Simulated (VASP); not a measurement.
# InP (Fm-3m) in VASP: a series of runs

The runs below take InP through electric field gradients, with PBEsol.

All numbers are computed with VASP 6.6.1; they aren't measurements. Logs are shortened: lines on timing, memory, paths and dates and some standing lists are left out, and cuts for length are marked.

## Step 1: The cell of the first run

It takes space group Fm-3m (No. 225, cubic). The conventional cell has a = 5.729 Å, b = 5.729 Å, c = 5.729 Å, α = 90.00°, β = 90.00°, γ = 90.00°. Within 3.8 Å of In (site symmetry m-3m) lie 6 P at 2.86 Å. P (site symmetry m-3m) has 6 In at 2.86 Å within 3.8 Å.

## Step 2: Electric field gradients, PBEsol (volume scaled by 1.01)

The input, INCAR:

```
PREC = Accurate
ENCUT = 520
EDIFF = 1E-8
ISMEAR = -1
SIGMA = 0.03
LREAL = F
LASPH = T
NELM = 100
ALGO = Normal
ISIF = 2
LWAVE = F
LCHARG = F
GGA = PS
LEFG = T
NBANDS = 16
```

The input, KPOINTS:

```
regular mesh
0
Gamma
  11 11 11
```

The input, POSCAR:

```
InP
1.0
    0.0000000000      2.8644851195      2.8644851195
    2.8644851195      0.0000000000      2.8644851195
    2.8644851195      2.8644851195      0.0000000000
In P
1 1
Direct
    0.0000000000      0.0000000000      0.0000000000
    0.5000000000      0.5000000000      0.5000000000
```

Potentials or basis: VASP PAW PBE potentials, release 64 (In_d, P).

Started as:

```console
$ cat potpaw_PBE.64/In_d/POTCAR potpaw_PBE.64/P/POTCAR > POTCAR
$ mpirun -np 1 vasp_std > vasp.out
```

OUTCAR:

```text
PREC = Accurate
   ENCUT = 520
   EDIFF = 1E-8
   ISMEAR = -1
   LREAL = F
   LASPH = T
   NELM = 100
   ISIF = 2
   GGA = PS

 ion  position               nearest neighbor table
   1  0.000  0.000  0.000-   2 2.86   2 2.86   2 2.86   2 2.86   2 2.86   2 2.86
   2  0.500  0.500  0.500-   1 2.86   1 2.86   1 2.86   1 2.86   1 2.86   1 2.86

  LATTYP: Found a face centered cubic cell.
 ALAT       =     5.7289702390

  Lattice vectors:

 A1 = (   0.0000000000,   2.8644851195,   2.8644851195)
 A2 = (   2.8644851195,   0.0000000000,   2.8644851195)
 A3 = (   2.8644851195,   2.8644851195,   0.0000000000)

Analysis of symmetry for initial positions (statically):
=====================================================================
 Subroutine PRICEL returns:
 Original cell was already a primitive cell.

 Routine SETGRP: Setting up the symmetry group for a
 face centered cubic supercell.

 Subroutine GETGRP returns: Found 48 space group operations
 (whereof 48 operations were pure point group operations)
 out of a pool of 48 trial point group operations.

The static configuration has the point symmetry O_h .

Analysis of symmetry for dynamics (positions and initial velocities):
=====================================================================
 Subroutine PRICEL returns:
 Original cell was already a primitive cell.

 Routine SETGRP: Setting up the symmetry group for a
 face centered cubic supercell.

 Subroutine GETGRP returns: Found 48 space group operations
 (whereof 48 operations were pure point group operations)
 out of a pool of 48 trial point group operations.

The dynamic configuration has the point symmetry O_h .

 Subroutine INISYM returns: Found 48 space group operations
 (whereof 48 operations are pure point group operations),
 and found     1 'primitive' translations

----------------------------------------------------------------------------------------

                                     Primitive cell

  volume of cell :      47.0078

  direct lattice vectors                    reciprocal lattice vectors
     0.000000000  2.864485119  2.864485119    -0.174551439  0.174551439  0.174551439
     2.864485119  0.000000000  2.864485119     0.174551439 -0.174551439  0.174551439
     2.864485119  2.864485119  0.000000000     0.174551439  0.174551439 -0.174551439

  length of vectors
     4.050993705  4.050993705  4.050993705     0.302331961  0.302331961  0.302331961

  position of ions in fractional coordinates (direct lattice)
     0.000000000  0.000000000  0.000000000
     0.500000000  0.500000000  0.500000000

  ion indices of the primitive-cell ions
   primitive index   ion index
                 1           1
                 2           2

----------------------------------------------------------------------------------------

 KPOINTS: regular mesh

Automatic generation of k-mesh.
 Grid dimensions read from file:
 generate k-points for:   11   11   11

 Generating k-lattice:

  Cartesian coordinates                     Fractional coordinates (reciprocal lattice)
    -0.015868313  0.015868313  0.015868313     0.090909091  0.000000000  0.000000000
     0.015868313 -0.015868313  0.015868313     0.000000000  0.090909091  0.000000000
     0.015868313  0.015868313 -0.015868313     0.000000000  0.000000000  0.090909091

  Length of vectors
     0.027484724  0.027484724  0.027484724

  Shift w.r.t. Gamma in fractional coordinates (k-lattice)
     0.000000000  0.000000000  0.000000000

 Subroutine IBZKPT returns following result:
 ===========================================

 Found     56 irreducible k-points:

 Following reciprocal coordinates:
            Coordinates               Weight
  0.000000  0.000000  0.000000      1.000000
  0.090909  0.000000  0.000000      8.000000
  0.181818  0.000000  0.000000      8.000000
  0.272727  0.000000  0.000000      8.000000
  0.363636  0.000000  0.000000      8.000000
  0.454545  0.000000  0.000000      8.000000
[... 16 lines left out ...]
 -0.272727  0.181818  0.000000     24.000000
 -0.181818  0.181818  0.000000     12.000000
 [... further k-points ...]
   k-points           NKPTS =     56   k-points in BZ     NKDIM =     56   number of bands    NBANDS=     16
   number of dos      NEDOS =    301   number of ions     NIONS =      2
   total plane-waves  NPLWV =  27000
   dimension x,y,z NGX =    30 NGY =   30 NGZ =   30
   dimension x,y,z NGXF=    60 NGYF=   60 NGZF=   60
   ions per type =               1   1
   NGX,Y,Z   is equivalent  to a cutoff of  12.31, 12.31, 12.31 a.u.
   NGXF,Y,Z  is equivalent  to a cutoff of  24.62, 24.62, 24.62 a.u.
 SYSTEM =  unknown system
   PREC   = accura    normal or accurate (medium, high low for compatibility)
   ISTART =      0    job   : 0-new  1-cont  2-samecut
   ICHARG =      2    charge: 1-file 2-atom 10-const
   ISPIN  =      1    spin polarized calculation?
   LNONCOLLINEAR =      F non collinear calculations
   LSORBIT =      F    spin-orbit coupling
   LASPH  =      T    aspherical Exc in radial PAW
   ENCUT  =  520.0 eV  38.22 Ry    6.18 a.u.   7.53  7.53  7.53*2*pi/ulx,y,z
   NELM   =    100;   NELMIN=  2; NELMDL= -5     # of ELM steps
   EDIFF  = 0.1E-07   stopping-criterion for ELM
   LREAL  =      F    real-space projection
   EDIFFG = 0.1E-06   stopping-criterion for IOM
   NSW    =      0    number of steps for IOM
   IBRION =     -1    ionic relax: 0-MD 1-quasi-New 2-CG
   NFREE  =      0    steps in history (QN), initial steepest desc. (CG)
   ISIF   =      2    stress and relaxation
   ISYM   =      2    0-nonsym 1-usesym 2-fastsym
   POTIM  = 0.5000    time-step for ionic-motion
   TEBEG  =    0.0;   TEEND  =   0.0 temperature during run
   PSTRESS=    0.0 pullay stress
   NELECT =      18.0000    total number of electrons
   NUPDOWN=      -1.0000    fix difference up-down
   EMIN   =  10.00;   EMAX   =-10.00  energy-range for DOS
   EFERMI =   0.00;   METHOD = LEGACY
   ISMEAR =    -1;   SIGMA  =   0.03  broadening in eV -4-tet -1-fermi 0-gaus
   EFERMI_NEDOS =   21; number of points for ismear=-14 and -15
   IALGO  =     38    algorithm
   IMIX   =      4    mixing-type and parameters
     AMIX     =   0.40;   BMIX     =  1.00
     AMIX_MAG =   1.60;   BMIX_MAG =  1.00
  volume/ion in A,a.u.               =      23.50       158.61
  Fermi-wavevector in a.u.,A,eV,Ry     =   1.188801  2.246508 19.228398  1.413247
  Thomas-Fermi vector in A             =   2.324922
   LORBIT       =      0    0 simple, 1 ext, 2 COOP (PROOUT), +10 PAW based schemes
   GGA     = PS    functional components
   LHFCALC =     F    Hartree Fock is set to
   AEXX    =    0.0000 exact exchange contribution
   IVDW    =     0    specifies the selected vdW correction
   LEPSILON=     F    determine dielectric tensor
   LRPA    =     F    only Hartree local field effects (RPA)
 non-spin polarized calculation
  energy-cutoff  :      520.00
  volume of cell :       47.01
 maximum number of plane-waves:      1295
 NGX is ok and might be reduce to    30
   NGX = 15   NGY = 15   NGZ = 15

 number of electron      17.9999996 magnetization

 Free energy of the ion-electron system (eV)
  ---------------------------------------------------
  ext. energy  EPLUGINS =         0.00000000
  ---------------------------------------------------
  free energy    TOTEN  =        -8.60577651 eV

  energy without entropy =       -8.60305354  energy(sigma->0) =       -8.60441502

 E-fermi :   5.7114     XC(G=0): -10.0932

 val. band max:        5.6963810515   @ k =   0.4545   0.2727   0.0000
 cond. band min:       5.7491955083   @ k =  -0.0909   0.0909   0.0000
 fundamental gap:      0.0528144568
 Fermi energy:         5.7113553274

 k-point     1 :       0.0000    0.0000    0.0000
  band No.  band energies     occupation
      1      -8.2841      2.00000
      2      -8.2841      2.00000
      3      -8.2685      2.00000
      4      -8.2685      2.00000
      5      -8.2685      2.00000
      6      -5.5777      2.00000
[... 8 lines left out ...]
     15      13.5373      0.00000
     16      13.5373      0.00000

 k-point     2 :       0.0909    0.0000    0.0000
  band No.  band energies     occupation
      1      -8.2867      2.00000
      2      -8.2867      2.00000
      3      -8.2685      2.00000
      4      -8.2647      2.00000
      5      -8.2647      2.00000
      6      -5.4863      2.00000
[... 8 lines left out ...]
     15      13.2394      0.00000
     16      13.6304      0.00000
[... 387 lines left out ...]
      5      -8.2280      2.00000
      6      -4.1513      2.00000
[... 8 lines left out ...]
     15      15.4469      0.00000
     16      17.5832      0.00000

 k-point    24 :      -0.1818    0.1818    0.0000
  band No.  band energies     occupation
      1      -8.3142      2.00000
      2      -8.3100      2.00000
      3      -8.2656      2.00000
      4      -8.2426      2.00000
      5      -8.2320      2.00000
      6      -4.6365      2.00000
[... 8 lines left out ...]
     15      15.2682      0.00000
     16      16.4295      0.00000

 [... further k-points ...]
[... 5 lines left out ...]
  --------------------------------------------------------------------------------------
  -------------------------------------------------------------------------------------
  Total       -2.5265698     -2.5265698     -2.5265698     -0.0000000     -0.0000000     -0.0000000
  in kB      -86.1136859    -86.1136859    -86.1136859     -0.0000000     -0.0000000     -0.0000000
  external PRESSURE =     -86.1136859 kB  Pullay stress =       0.0000000 kB

 VOLUME and BASIS-vectors are now :
 -----------------------------------------------------------------------------
  energy-cutoff  :      520.00
  volume of cell :       47.01
      direct lattice vectors                 reciprocal lattice vectors
     0.000000000  2.864485119  2.864485119    -0.174551439  0.174551439  0.174551439
     2.864485119  0.000000000  2.864485119     0.174551439 -0.174551439  0.174551439
     2.864485119  2.864485119  0.000000000     0.174551439  0.174551439 -0.174551439

 POSITION                                       TOTAL-FORCE (eV/Angst)
 -----------------------------------------------------------------------------------
      0.00000      0.00000      0.00000        -0.000000     -0.000000     -0.000000
      2.86449      2.86449      2.86449         0.000000      0.000000      0.000000
 -----------------------------------------------------------------------------------
    total drift:                               -0.000000      0.000000      0.000000

  FREE ENERGIE OF THE ION-ELECTRON SYSTEM (eV)
  ---------------------------------------------------
  free  energy   TOTEN  =        -8.6057765079 eV

  energy  without entropy=       -8.6030535399  energy(sigma->0) =       -8.60441502

 Electric field gradients (V/A^2)
---------------------------------------------------------------------
 ion       V_xx      V_yy      V_zz      V_xy      V_xz      V_yz
---------------------------------------------------------------------
   1      -0.000     0.000     0.000    -0.001    -0.001    -0.001
   2      -0.000     0.000     0.000    -0.000    -0.000    -0.000
---------------------------------------------------------------------

 Electric field gradients after diagonalization (V/A^2)
 (convention: |V_zz| > |V_xx| > |V_yy|)
----------------------------------------------------------------------
 ion       V_xx      V_yy      V_zz     asymmetry (V_yy - V_xx)/ V_zz
----------------------------------------------------------------------
   1       0.001     0.001    -0.003       0.000
   2       0.000     0.000    -0.000       0.000
----------------------------------------------------------------------

           NMR quadrupolar parameters

 Cq : quadrupolar parameter    Cq=e*Q*V_zz/h
 eta: asymmetry parameters     (V_yy - V_xx)/ V_zz
 Q  : nuclear electric quadrupole moment in mb (millibarn)
----------------------------------------------------------------------
 ion       Cq(MHz)       eta       Q (mb)
----------------------------------------------------------------------
   1      -0.000       0.000       1.000
   2      -0.000       0.000       1.000
----------------------------------------------------------------------
```

Run time: 24 s. Hardware: 1 thread of AMD EPYC 9R45 (Zen 5), shared host; peak memory 0.16 GiB.

Results:

- Free energy: -8.6058 eV
- Pressure: -8.6 GPa
- Band gap on the k mesh: zero (band 9 reaches 6.04 eV, above the bottom of band 10 at 3.74 eV)

Caveat: without QUAD_EFG the Cq values of the log hold for a quadrupole moment of 1 mb, not for the nuclei; the PAW data sets were made with another functional, which shifts forces and pressure a little; spin-orbit coupling is left out, which moves the levels of the heavy elements.

## Step 3: Electric field gradients, PBEsol (volume scaled by 1.01)

The input, INCAR:

```
SYSTEM = InP
PREC     = Accurate       ! precision mode
ENCUT    = 520            ! plane-wave cutoff, eV
EDIFF    = 1E-8           ! SCF threshold, eV
ISMEAR   = -1             ! smearing method
SIGMA    = 0.03           ! smearing width, eV
LREAL    = .FALSE.        ! projectors in reciprocal space
LASPH    = .TRUE.         ! aspherical terms in the spheres
NELM     = 80             ! most SCF steps
ALGO     = Normal         ! electronic algorithm
ISIF     = 2              ! what is computed and relaxed
LWAVE    = .FALSE.        ! write WAVECAR
LCHARG   = .FALSE.        ! write CHGCAR
GGA      = PS             ! functional
LEFG     = .TRUE.       
NBANDS   = 16             ! bands
```

The input, KPOINTS:

```
Automatic mesh
0
G
  11 11 11
  0 0 0
```

POSCAR is that of step 2.

Potentials or basis: VASP PAW PBE potentials, release 64 (In_d, P).

Started as:

```console
$ cat potpaw_PBE.64/In_d/POTCAR potpaw_PBE.64/P/POTCAR > POTCAR
$ mpirun -np 1 vasp_std > vasp.out
```

OUTCAR:

```text
SYSTEM = InP
   PREC = Accurate
   ENCUT = 520
   EDIFF = 1E-8
   ISMEAR = -1
   LREAL = .FALSE.
   LASPH = .TRUE.
   NELM = 80
   ISIF = 2
   GGA = PS

 ion  position               nearest neighbor table
   1  0.000  0.000  0.000-   2 2.86   2 2.86   2 2.86   2 2.86   2 2.86   2 2.86
   2  0.500  0.500  0.500-   1 2.86   1 2.86   1 2.86   1 2.86   1 2.86   1 2.86

  LATTYP: Found a face centered cubic cell.
 ALAT       =     5.7289702390

  Lattice vectors:

 A1 = (   0.0000000000,   2.8644851195,   2.8644851195)
 A2 = (   2.8644851195,   0.0000000000,   2.8644851195)
 A3 = (   2.8644851195,   2.8644851195,   0.0000000000)

Analysis of symmetry for initial positions (statically):
=====================================================================
 Subroutine PRICEL returns:
 Original cell was already a primitive cell.

 Routine SETGRP: Setting up the symmetry group for a
 face centered cubic supercell.

[... 645 lines left out ...]
      direct lattice vectors                 reciprocal lattice vectors
     0.000000000  2.864485119  2.864485119    -0.174551439  0.174551439  0.174551439
     2.864485119  0.000000000  2.864485119     0.174551439 -0.174551439  0.174551439
     2.864485119  2.864485119  0.000000000     0.174551439  0.174551439 -0.174551439

 POSITION                                       TOTAL-FORCE (eV/Angst)
 -----------------------------------------------------------------------------------
      0.00000      0.00000      0.00000        -0.000000     -0.000000     -0.000000
      2.86449      2.86449      2.86449         0.000000      0.000000      0.000000
 -----------------------------------------------------------------------------------
    total drift:                               -0.000000      0.000000      0.000000

  FREE ENERGIE OF THE ION-ELECTRON SYSTEM (eV)
  ---------------------------------------------------
  free  energy   TOTEN  =        -8.6057765079 eV

  energy  without entropy=       -8.6030535399  energy(sigma->0) =       -8.60441502

 Electric field gradients (V/A^2)
---------------------------------------------------------------------
 ion       V_xx      V_yy      V_zz      V_xy      V_xz      V_yz
---------------------------------------------------------------------
   1      -0.000     0.000     0.000    -0.001    -0.001    -0.001
   2      -0.000     0.000     0.000    -0.000    -0.000    -0.000
---------------------------------------------------------------------

 Electric field gradients after diagonalization (V/A^2)
 (convention: |V_zz| > |V_xx| > |V_yy|)
----------------------------------------------------------------------
 ion       V_xx      V_yy      V_zz     asymmetry (V_yy - V_xx)/ V_zz
----------------------------------------------------------------------
   1       0.001     0.001    -0.003       0.000
   2       0.000     0.000    -0.000       0.000
----------------------------------------------------------------------

           NMR quadrupolar parameters

 Cq : quadrupolar parameter    Cq=e*Q*V_zz/h
 eta: asymmetry parameters     (V_yy - V_xx)/ V_zz
 Q  : nuclear electric quadrupole moment in mb (millibarn)
----------------------------------------------------------------------
 ion       Cq(MHz)       eta       Q (mb)
----------------------------------------------------------------------
   1      -0.000       0.000       1.000
   2      -0.000       0.000       1.000
----------------------------------------------------------------------
```

OSZICAR:

```text
N       E                     dE             d eps       ncg     rms          rms(c)
DAV:   1     0.105966490007E+03    0.10597E+03   -0.83594E+03  1808   0.128E+03
DAV:   2    -0.239233251824E+01   -0.10836E+03   -0.10382E+03  1968   0.296E+02
DAV:   3    -0.870124222752E+01   -0.63089E+01   -0.62308E+01  2360   0.688E+01
DAV:   4    -0.885451187312E+01   -0.15327E+00   -0.15320E+00  2200   0.111E+01
DAV:   5    -0.886131453918E+01   -0.68027E-02   -0.68024E-02  2672   0.208E+00    0.379E+00
DAV:   6    -0.861549839747E+01    0.24582E+00   -0.47544E-01  2656   0.109E+01    0.211E+00
DAV:   7    -0.860781292811E+01    0.76855E-02   -0.48991E-02  2408   0.183E+00    0.916E-01
DAV:   8    -0.860579030892E+01    0.20226E-02   -0.39069E-03  2176   0.659E-01    0.929E-02
DAV:   9    -0.860576471812E+01    0.25591E-04   -0.27560E-04  2856   0.211E-01    0.630E-02
DAV:  10    -0.860577375864E+01   -0.90405E-05   -0.24596E-05  2088   0.404E-02    0.212E-02
DAV:  11    -0.860577660228E+01   -0.28436E-05   -0.37098E-06  2408   0.182E-02    0.202E-03
DAV:  12    -0.860577653897E+01    0.63315E-07   -0.14905E-07  2144   0.297E-03    0.145E-03
DAV:  13    -0.860577652302E+01    0.15945E-07   -0.67379E-09  1904   0.632E-04    0.630E-04
DAV:  14    -0.860577650620E+01    0.16825E-07   -0.27721E-09  1280   0.565E-04    0.827E-05
DAV:  15    -0.860577650790E+01   -0.17064E-08   -0.55778E-10  1248   0.204E-04
   1 F= -.86057765E+01 E0= -.86044150E+01  d E =-.272297E-02
```

Wall time 27 s (1 thread of AMD EPYC 9R45 (Zen 5), shared host); peak memory 0.16 GiB.

What came out:

```yaml
Free_energy: -8.6058 eV
Pressure: -8.6 GPa
Band_gap_on_the_k_mesh: zero (band 9 reaches 6.04 eV, above the bottom of band 10 at 3.74 eV)
```

Caveat: without QUAD_EFG the Cq values of the log hold for a quadrupole moment of 1 mb, not for the nuclei; the PAW data sets were made with another functional, which shifts forces and pressure a little; spin-orbit coupling is left out, which moves the levels of the heavy elements.

[end of part 1 of 2]
